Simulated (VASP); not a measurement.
Set up this calculation in VASP 6.6.1, as the native input.

```
Task                               : single point
Functional                         : PBE0
Potentials or basis                : VASP PAW PBE potentials, release 64 (Zn, H)
Cutoff                             : 520 eV
k mesh                             : 5 × 5 × 5
Occupations                        : methfessel-paxton, width 0.1 eV
Spin                               : no spin polarisation
Dipole correction                  : no
Grid for exact exchange (PRECFOCK) : Normal
Further INCAR settings             : ALGO = Normal; EDIFF = 1e-06; NBANDS = 14
```

Crystal: ZnH.

```xyz
2
Lattice="0.0000 2.3347 2.3347 2.3347 0.0000 2.3347 2.3347 2.3347 0.0000" Properties=species:S:1:pos:R:3 pbc="T T T"
Zn    0.0000    0.0000    0.0000
H     1.1674    1.1674    1.1674
```

These files were run (other wordings do the same):

POSCAR

```
ZnH
1.0
    0.0000000000      2.3347076100      2.3347076100
    2.3347076100      0.0000000000      2.3347076100
    2.3347076100      2.3347076100      0.0000000000
Zn H
1 1
Direct
    0.0000000000      0.0000000000      0.0000000000
    0.2500000000      0.2500000000      0.2500000000
```

INCAR.step1

```
PREC     = Accurate       # precision mode
ENCUT    = 520            # plane-wave cutoff, eV
EDIFF    = 1E-5           # SCF threshold, eV
ISMEAR   = 1              # smearing method
SIGMA    = 0.1            # smearing width, eV
LREAL    = False          # projectors in reciprocal space
LASPH    = True           # aspherical terms in the spheres
NELM     = 60             # most SCF steps
ALGO     = Normal         # electronic algorithm
ISIF     = 2              # what is computed and relaxed
LWAVE    = True           # write WAVECAR
LCHARG   = False          # write CHGCAR
NBANDS   = 14             # bands
GGA      = PE             # functional
```

INCAR.step2

```
PREC     = Accurate       # precision mode
ENCUT    = 520            # plane-wave cutoff, eV
EDIFF    = 1E-6           # SCF threshold, eV
ISMEAR   = 1              # smearing method
SIGMA    = 0.1            # smearing width, eV
LREAL    = False          # projectors in reciprocal space
LASPH    = True           # aspherical terms in the spheres
NELM     = 60             # most SCF steps
ALGO     = Normal         # electronic algorithm
ISIF     = 2              # what is computed and relaxed
LWAVE    = False          # write WAVECAR
LCHARG   = False          # write CHGCAR
GGA      = PE             # functional
LHFCALC  = True           # exact exchange
AEXX     = 0.25           # exact-exchange fraction
PRECFOCK = Normal       
NBANDS   = 14             # bands
ISTART   = 1
```

KPOINTS

```
Automatic mesh
0
Gamma
  5 5 5
```

Potentials or basis: VASP PAW PBE potentials, release 64 (Zn, H).

Run with:

```sh
$ cat potpaw_PBE.64/Zn/POTCAR potpaw_PBE.64/H/POTCAR > POTCAR
$ cp INCAR.step1 INCAR
$ mpirun -np 1 vasp_std > vasp.out
$ cp INCAR.step2 INCAR
$ mpirun -np 1 vasp_std > vasp.out
```

It gave:

The pressure is -5.5 GPa.

Caveat: the k points lie up to 0.47 Å⁻¹ apart; the PAW data sets were made with another functional, which shifts forces and pressure a little.

Wall time 4.4 min on 1 thread of Oxide Virtual Turin-like Processor (shared host), peak memory 0.13 GiB.
